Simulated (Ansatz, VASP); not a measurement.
# One calculation of NiO, two programs

```
Ni O
1.0
     0.00000    2.10904    2.10904
     2.10904    0.00000    2.10904
     2.10904    2.10904    0.00000
Ni O
1 1
Direct
  0.00000 0.00000 0.00000
  0.50000 0.50000 0.50000
```

Alike in both runs: functional PBE; k mesh 8 × 8 × 8; occupations gaussian, width 0.1 eV; collinear spin.

Ansatz relaxed the structure, and its values are those at the end. VASP's run is a single point on that final structure, the one shown.

|  | VASP | Ansatz |
| --- | --- | --- |
| version | VASP 6.6.1 | Ansatz 0.2.0 |
| potentials or method | VASP PAW PBE potentials, release 64 (Ni, O), cutoff 520 eV | scalar-relativistic, plane waves, PAW |
| valence electrons in the cell | 16 | 24 |

Ansatz gave:

```
gap on the k mesh at the Fermi level (eV)                     : none
pressure (GPa)                                                : 0.2
net moment per atom (μB)                                      : 0.93
size of the moment on the site where the two differ most (μB) : 0.31
```

Problem. Estimate VASP's values.

Solution. gap on the k mesh at the Fermi level (eV): none; pressure (GPa): 0.0; net moment per atom (μB): 0.92; size of the moment on the site where the two differ most (μB): 0.29.

Site moments also hang on the region over which each program counts them. A gap of «none» marks a metal or a gap that the smearing closes. VASP's potentials hold 16 valence electrons a cell and Ansatz's 24, so a difference there can come from the potentials and not from the codes.
